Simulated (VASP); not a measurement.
Write the native input for VASP 6.6.1 that does the following.

```yaml
Task: single point
Functional: LDA
Potentials_or_basis: VASP PAW LDA potentials, release 64 (Si)
Cutoff: 520 eV
k_mesh: 26 × 26 × 26
Occupations: gaussian, width 0.15 eV
Spin: no spin polarisation
Dipole_correction: no
Further_INCAR_settings: ALGO = Normal; EDIFF = 1e-06; NBANDS = 11
```

The structure of Si lies in POSCAR:

```
Si
1.0
   -2.4062396109      2.4062396109      1.3052992317
    2.4062396109     -2.4062396109      1.3052992317
    2.3585913017      2.3585913017     -1.3052992317
Si
2
Direct
    0.2500000000      0.7500000000      0.5000000000
    0.5000000000      0.5000000000      0.0000000000
```

This cell differs from its parent crystal: strain -0.0200 x Voigt [0, 0, 0, 0, 0, 1].

These files were run (other wordings do the same):

INCAR

```
SYSTEM = Si
  ALGO = Normal
  EDIFF = 1E-6
  ENCUT = 520
  GGA = CA
  ISIF = 2
  ISMEAR = 0
  LASPH = .True.
  LCHARG = .False.
  LREAL = .False.
  LWAVE = .False.
  NBANDS = 11
  NELM = 100
  PREC = Accurate
  SIGMA = 0.15
```

KPOINTS

```
k-points
0
Gamma
  26 26 26
  0 0 0
```

Potentials or basis: VASP PAW LDA potentials, release 64 (Si).

Command:

```bash
$ cat potpaw_LDA.64/Si/POTCAR > POTCAR
$ mpirun -np 1 vasp_std > vasp.out
```

Results of the run:

- Pressure: 0.0 GPa
- Band gap on the k mesh: zero (bands 4 and 5 overlap by 6.63 eV)

Caveat: the cell differs from its parent crystal (strain -0.0200 x Voigt [0, 0, 0, 0, 0, 1]).

Run time: 4.8 min on 1 thread of Intel(R) Xeon(R) Platinum 8559C (Emerald Rapids), with other jobs on the host, peak memory 0.66 GiB.
